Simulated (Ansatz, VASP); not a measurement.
**ZnSbO in VASP and in Ansatz**

```
Zn Sb O
1.0
     3.31569    0.00000    0.00000
     0.00000    3.31569    0.00000
     0.00000    0.00000    5.49688
Zn Sb O
1 1 1
Direct
  0.50000 0.50000 0.00000
  0.50000 0.50000 0.50000
  0.00000 0.00000 0.50000
```

Alike in both runs: functional PBE; k mesh 14 × 14 × 8; occupations gaussian, width 0.1 eV; no spin polarisation.

Ansatz relaxed the structure, and its values are those at the end. VASP's run is a single point on that final structure, the one shown.

|  | VASP | Ansatz |
| --- | --- | --- |
| version | VASP 6.6.1 | Ansatz 0.2.0 |
| potentials or method | VASP PAW PBE potentials, release 64 (Zn, Sb, O), cutoff 520 eV | scalar-relativistic, plane waves, PAW |
| valence electrons in the cell | 23 | 33 |

```csv
,VASP,Ansatz,Ansatz less VASP
gap on the k mesh at the Fermi level (eV),none,none,-
pressure (GPa),-0.4,0.0,+0.41
```

A gap of «none» marks a metal or a gap that the smearing closes. VASP's potentials hold 23 valence electrons a cell and Ansatz's 33, so a difference there can come from the potentials and not from the codes.

Spin-orbit coupling is off throughout.
